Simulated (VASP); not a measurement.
# GeH2W8C8 in VASP: notebook

GeH2W8C8 is run at these levels: PBE+D3(BJ); tasks: single point.

Everything below comes from runs of VASP 6.6.1. Logs are shortened: lines on timing, memory, paths and dates and some standing lists are left out, and cuts for length are marked.

## (1) The cell of the first run

The cell holds a slab with vacuum, 19 atoms: a = 5.796 Å, b = 5.796 Å, c = 18.243 Å, α = 90.00°, β = 90.00°, γ = 120.00°.

## (2) Single point, PBE+D3(BJ)

The input, INCAR:

```
SYSTEM = GeH2W8C8
  ALGO = Normal
  EDIFF = 1E-6
  ENCUT = 520
  GGA = PE
  GGA_COMPAT = .FALSE.
  ISIF = 2
  ISMEAR = -1
  IVDW = 12
  LASPH = .TRUE.
  LCHARG = .FALSE.
  LREAL = .FALSE.
  LWAVE = .FALSE.
  NBANDS = 95
  NELM = 120
  NELMDL = -8
  PREC = Accurate
  SIGMA = 0.1
```

The input, KPOINTS:

```
k-points
0
G
  3 3 1
  0 0 0
```

The input, POSCAR:

```
GeH2W8C8
1.0
    5.7958000000      0.0000000000      0.0000000000
   -2.8979000000      5.0193100000      0.0000000000
    0.0000000000      0.0000000000     18.2433500000
W C Ge H
8 8 1 2
Direct
    0.0000000000      0.0000000000      0.0548144940
   -0.0003420764     -0.0008566915      0.2101916589
   -0.0000041442      0.5000089654      0.0548144940
   -0.0001978448      0.5002081959      0.2104602499
    0.5000000000      0.0000000000      0.0548144940
    0.5000709695     -0.0000996153      0.2106521006
    0.5000131096      0.5000089654      0.0548144940
    0.4996626938      0.4999292731      0.2107781740
    0.3330851061      0.1661184505      0.1297842776
    0.3398170289      0.1686088327      0.2891957892
    0.3329433141      0.6671634149      0.1302173121
    0.3356608437      0.6654898781      0.2896726752
    0.8333586905      0.1665966039      0.1302227935
    0.8364063058      0.1764186711      0.2914212576
    0.8315923139      0.6656691856      0.1293402802
    0.8404635768      0.6695741048      0.2880556477
    1.0675754790      0.1830132030      0.3399868993
    0.7957431156     -0.0005976917      0.3890075014
    1.3585112634      0.2663513511      0.3638476486
```

Potentials or basis: VASP PAW PBE potentials, release 64 (W_sv, C, Ge_d, H).

The run is started by

```
> cat potpaw_PBE.64/W_sv/POTCAR potpaw_PBE.64/C/POTCAR potpaw_PBE.64/Ge_d/POTCAR potpaw_PBE.64/H/POTCAR > POTCAR
> mpirun -np 1 vasp_std > vasp.out
```

OUTCAR:

```text
SYSTEM = GeH2W8C8
   EDIFF = 1E-6
   ENCUT = 520
   GGA = PE
   ISIF = 2
   ISMEAR = -1
   IVDW = 12
   LASPH = .TRUE.
   LREAL = .FALSE.
   NELM = 120
   NELMDL = -8
   PREC = Accurate
 IVDW          = 12

 ion  position               nearest neighbor table
   1  0.000  0.000  0.055-  15 2.16   9 2.16  13 2.17   2 2.83   7 2.90   3 2.90   5 2.90   5 2.90
                             7 2.90   3 2.90
   2  1.000  0.999  0.210-  16 2.18  13 2.22   9 2.23  15 2.23  10 2.23  14 2.26  17 2.55   1 2.83
                             4 2.89   8 2.90   6 2.90   6 2.90   8 2.90   4 2.90
   3  1.000  0.500  0.055-  15 2.16  11 2.16  13 2.17   4 2.84   7 2.90   1 2.90   5 2.90   5 2.90
                             1 2.90   7 2.90
   4  1.000  0.500  0.210-  16 2.17  14 2.20  12 2.22  11 2.22  13 2.22  15 2.23   3 2.84   2 2.89
                             6 2.90   8 2.90   8 2.90   6 2.90   2 2.90  17 3.14
   5  0.500  0.000  0.055-   9 2.16  11 2.16  13 2.17   6 2.84   7 2.90   3 2.90   1 2.90   1 2.90
                             7 2.90   3 2.90
   6  0.500  1.000  0.211-  10 2.19  12 2.21  11 2.22  13 2.23   9 2.23  14 2.24   5 2.84   8 2.90
                             2 2.90   4 2.90   4 2.90   2 2.90   8 2.90
   7  0.500  0.500  0.055-  15 2.15   9 2.16  11 2.17   8 2.85   3 2.90   1 2.90   5 2.90   5 2.90
                             1 2.90   3 2.90
   8  0.500  0.500  0.211-  12 2.19  10 2.19  16 2.22  11 2.23  15 2.23   9 2.23   7 2.85   2 2.90
                             6 2.90   4 2.90   4 2.90   6 2.90   2 2.90
   9  0.333  0.166  0.130-   5 2.16   1 2.16   7 2.16   2 2.23   6 2.23   8 2.23
  10  0.340  0.169  0.289-  19 1.46  17 1.87   6 2.19   8 2.19   2 2.23
  11  0.333  0.667  0.130-   5 2.16   3 2.16   7 2.17   4 2.22   6 2.22   8 2.23
  12  0.336  0.665  0.290-   8 2.19   6 2.21   4 2.22
  13  0.833  0.167  0.130-   1 2.17   5 2.17   3 2.17   2 2.22   4 2.22   6 2.23
  14  0.836  0.176  0.291-  17 1.59   4 2.20   6 2.24   2 2.26
  15  0.832  0.666  0.129-   7 2.15   3 2.16   1 2.16   2 2.23   8 2.23   4 2.23
  16  0.840  0.670  0.288-   4 2.17   2 2.18   8 2.22
  17  0.068  0.183  0.340-  19 1.57  14 1.59  18 1.65  10 1.87   2 2.55   4 3.14
  18  0.796  0.999  0.389-  17 1.65
  19  0.359  0.266  0.364-  10 1.46  17 1.57

  LATTYP: Found a hexagonal cell.
 ALAT       =     5.7958000000
 C/A-ratio  =     3.1476845302

  Lattice vectors:

 A1 = (   5.7958000000,   0.0000000000,   0.0000000000)
 A2 = (  -2.8979000000,   5.0193100000,   0.0000000000)
 A3 = (   0.0000000000,   0.0000000000,  18.2433500000)

Analysis of symmetry for initial positions (statically):
=====================================================================
 Subroutine PRICEL returns:
 Original cell was already a primitive cell.

 Routine SETGRP: Setting up the symmetry group for a
 hexagonal supercell.

 Subroutine GETGRP returns: Found  1 space group operations
 (whereof  1 operations were pure point group operations)
 out of a pool of 24 trial point group operations.

The static configuration has the point symmetry C_1 .

Analysis of symmetry for dynamics (positions and initial velocities):
=====================================================================
 Subroutine PRICEL returns:
 Original cell was already a primitive cell.

 Routine SETGRP: Setting up the symmetry group for a
 hexagonal supercell.

 Subroutine GETGRP returns: Found  1 space group operations
 (whereof  1 operations were pure point group operations)
 out of a pool of 24 trial point group operations.

The dynamic configuration has the point symmetry C_1 .

 Subroutine INISYM returns: Found  1 space group operations
 (whereof  1 operations are pure point group operations),
 and found     1 'primitive' translations

----------------------------------------------------------------------------------------

                                     Primitive cell

  volume of cell :     530.7158

  direct lattice vectors                    reciprocal lattice vectors
     5.795800000  0.000000000  0.000000000     0.172538735  0.099615286  0.000000000
    -2.897900000  5.019310000  0.000000000     0.000000000  0.199230572  0.000000000
     0.000000000  0.000000000 18.243350000     0.000000000  0.000000000  0.054814494

  length of vectors
     5.795800000  5.795799969 18.243350000     0.199230570  0.199230572  0.054814494

  position of ions in fractional coordinates (direct lattice)
     0.000000000  0.000000000  0.054814494
     0.999657924  0.999143309  0.210191659
     0.999995856  0.500008965  0.054814494
     0.999802155  0.500208196  0.210460250
     0.500000000  0.000000000  0.054814494
     0.500070970  0.999900385  0.210652101
[... 11 lines left out ...]
     0.795743116  0.999402308  0.389007501
     0.358511263  0.266351351  0.363847649

  ion indices of the primitive-cell ions
   primitive index   ion index
                 1           1
                 2           2
                 3           3
                 4           4
                 5           5
                 6           6
[... 11 lines left out ...]
                18          18
                19          19

----------------------------------------------------------------------------------------

 KPOINTS: k-points

Automatic generation of k-mesh.
 Grid dimensions read from file:
 generate k-points for:    3    3    1

 Generating k-lattice:

  Cartesian coordinates                     Fractional coordinates (reciprocal lattice)
     0.057512912  0.033205095  0.000000000     0.333333333  0.000000000  0.000000000
     0.000000000  0.066410191  0.000000000     0.000000000  0.333333333  0.000000000
     0.000000000  0.000000000  0.054814494     0.000000000  0.000000000  1.000000000

  Length of vectors
     0.066410190  0.066410191  0.054814494

  Shift w.r.t. Gamma in fractional coordinates (k-lattice)
     0.000000000  0.000000000  0.000000000

 Subroutine IBZKPT returns following result:
 ===========================================

 Found      5 irreducible k-points:

 Following reciprocal coordinates:
            Coordinates               Weight
  0.000000  0.000000  0.000000      1.000000
  0.333333  0.000000  0.000000      2.000000
  0.000000  0.333333  0.000000      2.000000
 -0.333333  0.333333  0.000000      2.000000
  0.333333  0.333333  0.000000      2.000000
   k-points           NKPTS =      5   k-points in BZ     NKDIM =      5   number of bands    NBANDS=     95
   number of dos      NEDOS =    301   number of ions     NIONS =     19
   total plane-waves  NPLWV = 322560
   dimension x,y,z NGX =    48 NGY =   48 NGZ =  140
   dimension x,y,z NGXF=    96 NGYF=   96 NGZF=  280
   ions per type =               8   8   1   2
   NGX,Y,Z   is equivalent  to a cutoff of  13.77, 13.77, 12.76 a.u.
   NGXF,Y,Z  is equivalent  to a cutoff of  27.54, 27.54, 25.52 a.u.
 SYSTEM =  GeH2W8C8
   PREC   = accura    normal or accurate (medium, high low for compatibility)
   ISTART =      0    job   : 0-new  1-cont  2-samecut
   ICHARG =      2    charge: 1-file 2-atom 10-const
   ISPIN  =      1    spin polarized calculation?
   LNONCOLLINEAR =      F non collinear calculations
   LSORBIT =      F    spin-orbit coupling
   LASPH  =      T    aspherical Exc in radial PAW
   ENCUT  =  520.0 eV  38.22 Ry    6.18 a.u.  10.78 10.78 33.92*2*pi/ulx,y,z
   NELM   =    120;   NELMIN=  2; NELMDL= -8     # of ELM steps
   EDIFF  = 0.1E-05   stopping-criterion for ELM
   LREAL  =      F    real-space projection
   EDIFFG = 0.1E-04   stopping-criterion for IOM
   NSW    =      0    number of steps for IOM
   IBRION =     -1    ionic relax: 0-MD 1-quasi-New 2-CG
   NFREE  =      0    steps in history (QN), initial steepest desc. (CG)
   ISIF   =      2    stress and relaxation
   ISYM   =      2    0-nonsym 1-usesym 2-fastsym
   POTIM  = 0.5000    time-step for ionic-motion
   TEBEG  =    0.0;   TEEND  =   0.0 temperature during run
   PSTRESS=    0.0 pullay stress
   NELECT =     160.0000    total number of electrons
   NUPDOWN=      -1.0000    fix difference up-down
   EMIN   =  10.00;   EMAX   =-10.00  energy-range for DOS
   EFERMI =   0.00;   METHOD = LEGACY
   ISMEAR =    -1;   SIGMA  =   0.10  broadening in eV -4-tet -1-fermi 0-gaus
   EFERMI_NEDOS =   21; number of points for ismear=-14 and -15
   IALGO  =     38    algorithm
   IMIX   =      4    mixing-type and parameters
     AMIX     =   0.40;   BMIX     =  1.00
     AMIX_MAG =   1.60;   BMIX_MAG =  1.00
  volume/ion in A,a.u.               =      27.93       188.50
  Fermi-wavevector in a.u.,A,eV,Ry     =   1.097727  2.074402 16.395068  1.205004
  Thomas-Fermi vector in A             =   2.234092
   LORBIT       =      0    0 simple, 1 ext, 2 COOP (PROOUT), +10 PAW based schemes
   GGA     = PE    functional components
   LHFCALC =     F    Hartree Fock is set to
   AEXX    =    0.0000 exact exchange contribution
   IVDW    =    12    specifies the selected vdW correction
   LEPSILON=     F    determine dielectric tensor
   LRPA    =     F    only Hartree local field effects (RPA)
 non-spin polarized calculation
  energy-cutoff  :      520.00
  volume of cell :      530.72
 maximum number of plane-waves:     14299
 NGX is ok and might be reduce to    48
   NGX = 21   NGY = 21   NGZ = 67

 number of electron     160.0000000 magnetization

 Free energy of the ion-electron system (eV)
  ---------------------------------------------------
  ext. energy  EPLUGINS =         0.00000000
  ---------------------------------------------------
  free energy    TOTEN  =      -169.34894609 eV

  energy without entropy =     -169.12267255  energy(sigma->0) =     -169.23580932

 E-fermi :   0.5324     XC(G=0):  -6.0131

 val. band max:        0.4369408775   @ k =   0.0000   0.3333   0.0000
 cond. band min:       0.6284132446   @ k =   0.3333   0.3333   0.0000
 fundamental gap:      0.1914723671
 Fermi energy:         0.5323627797

 k-point     1 :       0.0000    0.0000    0.0000
  band No.  band energies     occupation
      1     -73.3602      2.00000
      2     -73.3266      2.00000
      3     -73.3203      2.00000
      4     -73.2778      2.00000
      5     -73.2666      2.00000
      6     -73.2598      2.00000
[... 464 lines left out ...]
     91       3.0051      0.00000
     92       3.2341      0.00000
 [bands above 92 left out]

------------------------ aborting loop because EDIFF is reached ----------------------------------------

 Edisp (eV)   -5.15120

 E8    (eV) :    -2.4144

  FORCE on cell =-STRESS in cart. coord.  units (eV):
  Direction    XX          YY          ZZ          XY          YZ          ZX
  --------------------------------------------------------------------------------------
  -------------------------------------------------------------------------------------
  Total       7.98333    -8.64866   -14.68532    -0.27123    -2.37398     7.81100
  in kB      24.10087   -26.10943   -44.33351    -0.81882    -7.16680    23.58064
  external pressure =      -15.45 kB  Pullay stress =        0.00 kB

 VOLUME and BASIS-vectors are now :
 -----------------------------------------------------------------------------
  energy-cutoff  :      520.00
  volume of cell :      530.72
      direct lattice vectors                 reciprocal lattice vectors
     5.795800000  0.000000000  0.000000000     0.172538735  0.099615286  0.000000000
    -2.897900000  5.019310000  0.000000000     0.000000000  0.199230572  0.000000000
     0.000000000  0.000000000 18.243350000     0.000000000  0.000000000  0.054814494

 POSITION                                       TOTAL-FORCE (eV/Angst)
 -----------------------------------------------------------------------------------
      0.00000      0.00000      1.00000        -0.044479      0.055543      0.553812
      2.89840      5.01501      3.83460         0.081053     -0.617652      1.881459
      4.34680      2.50970      1.00000         0.028234     -0.066003      0.490679
      4.34510      2.51070      3.83950        -0.612137      0.712595      3.134187
      2.89790      0.00000      1.00000         0.036932      0.036994      0.729885
      0.00070      5.01881      3.84300         0.413710     -0.170870      3.654575
[... 11 lines left out ...]
      1.71580      5.01631      7.09680         1.026444     -0.190103      0.562609
      1.30600      1.33690      6.63780         2.103902     -0.271862     -1.061205
 -----------------------------------------------------------------------------------
    total drift:                               -0.000066      0.000098     -0.001582

  FREE ENERGIE OF THE ION-ELECTRON SYSTEM (eV)
  ---------------------------------------------------
  free  energy   TOTEN  =      -174.5001444323 eV

  energy  without entropy=     -174.2738708969  energy(sigma->0) =     -174.38700766
```

Run time: 8.5 min. Hardware: 1 thread of AMD EPYC 9R45 (Zen 5), shared host; peak memory 0.74 GiB.

What came out:

```
Free energy                : -174.5001 eV
Largest force              : 13.436 eV/Å
Band gap on the k mesh     : zero (bands 80 and 81 overlap by 0.67 eV)
Dispersion energy per atom : -0.271 eV
```

Forces in eV/Å, atoms in the order of the input:
```
W   -0.044  0.056  0.554
W    0.081 -0.618  1.881
W    0.028 -0.066  0.491
W   -0.612  0.713  3.134
W    0.037  0.037  0.730
W    0.414 -0.171  3.655
W   -0.039 -0.112  0.489
W    0.145  0.744  2.989
C    0.009  0.052 -0.538
C    1.849  0.679 -2.300
C    0.051  0.052 -0.332
C    0.376 -0.157 -3.480
C   -0.136 -0.037 -0.710
C   -9.010 -0.229 -9.966
C    0.110  0.107 -0.289
C   -0.164  0.010 -3.704
Ge   3.775 -0.597  7.894
H    1.026 -0.190  0.563
H    2.104 -0.272 -1.061
```

Caveat: the k points lie up to 0.42 Å⁻¹ apart, too coarse for converged energies and pressures of a metal; spin-orbit coupling is left out, which moves the levels of the heavy elements.

## (3) Single point, PBE+D3(BJ)

The input, INCAR:

```
PREC     = Accurate       # precision mode
ENCUT    = 520            # plane-wave cutoff, eV
EDIFF    = 1E-6           # SCF threshold, eV
ISMEAR   = -1             # smearing method
SIGMA    = 0.1            # smearing width, eV
LREAL    = F              # projectors in reciprocal space
LASPH    = T              # aspherical terms in the spheres
NELM     = 120            # most SCF steps
ALGO     = Normal         # electronic algorithm
ISIF     = 2              # what is computed and relaxed
LWAVE    = F              # write WAVECAR
LCHARG   = F              # write CHGCAR
GGA      = PE             # functional
IVDW     = 12             # dispersion correction
NBANDS   = 95             # bands
GGA_COMPAT= F            
NELMDL   = -8
```

The input, KPOINTS:

```
regular mesh
0
Gamma
  3 3 1
```

The input, POSCAR:

```
GeH2W8C8
1.0
    5.7958000000      0.0000000000      0.0000000000
   -2.8979000000      5.0193100000      0.0000000000
    0.0000000000      0.0000000000     18.2433500000
W C Ge H
8 8 1 2
Direct
    0.0000000000      0.0000000000      0.0548144940
   -0.0472649066     -0.0589523261      0.1817484179
   -0.0000041442      0.5000089654      0.0548144940
    0.0035383171      0.5164454875      0.2062833855
    0.5000000000      0.0000000000      0.0548144940
    0.4796586238     -0.0315381995      0.2038605848
    0.5000131096      0.5000089654      0.0548144940
    0.5273503873      0.5211074829      0.2061847194
    0.3403983974      0.1579699202      0.1222198774
    0.6704059899      0.3069943877      0.3369501764
    0.3330979865      0.6708890266      0.1213592898
    0.3288101866      0.6595528071      0.2789345159
    0.8177974965      0.1606993790      0.1230969093
    0.8743618853      0.2330399995      0.3138732744
    0.8332972133      0.6443714375      0.1128137102
    0.8349041032      0.6899952384      0.2677742849
    1.2777352086      0.2931080168      0.2923037710
    0.5232397646     -0.6543728122      0.3676682188
    3.1387192288      1.1930325085      0.3635790576
```

Potentials or basis: VASP PAW PBE potentials, release 64 (W_sv, C, Ge_d, H).

The run is started by

```
> cat potpaw_PBE.64/W_sv/POTCAR potpaw_PBE.64/C/POTCAR potpaw_PBE.64/Ge_d/POTCAR potpaw_PBE.64/H/POTCAR > POTCAR
> mpirun -np 1 vasp_std > vasp.out
```

Run time: 9.2 min. Hardware: 1 thread of AMD EPYC 9R45 (Zen 5), shared host; peak memory 0.73 GiB.

Results (log left out):

* Free energy: -169.9253 eV
* Largest force: 10.408 eV/Å
* Band gap on the k mesh: zero (bands 80 and 81 overlap by 0.15 eV)
* Dispersion energy per atom: -0.278 eV

Forces on the atoms (eV/Å):
```
W    0.172  1.108 -7.566
W    1.310  6.113  8.322
W    2.115 -1.954 -4.202
W    1.333 -3.052  1.713
W   -0.230  0.045 -3.543
W    0.578  2.967  2.128
W   -1.254 -1.324 -2.988
W   -0.460  0.894 -7.317
C   -0.277  0.465  1.565
C    6.163 -0.951 -2.702
C    0.178 -0.379  1.786
C   -0.174  0.354 -0.880
C   -0.204  1.044  1.305
C   -7.922  0.999  0.222
C   -0.450 -0.152  2.342
C    1.004 -0.077  1.367
Ge  -4.485 -5.710  6.243
H    1.995 -0.129  1.071
H    0.610 -0.261  1.134
```

Levels at points of the mesh, in eV from the Fermi level:
| k point | band 76 | band 77 | band 78 | band 79 | band 80 | band 81 | band 82 | band 83 | band 84 | band 85 |
| --- | --- | --- | --- | --- | --- | --- | --- | --- | --- | --- |
| (0.00, 0.00, 0.00) | -0.38 | -0.36 | 0.03 | 0.06 | 0.13 | 0.52 | 0.62 | 0.85 | 1.01 | 1.52 |

Caveat: the k points lie up to 0.42 Å⁻¹ apart; spin-orbit coupling is left out, which moves the levels of the heavy elements.

(Continued in part 2 of 2.)
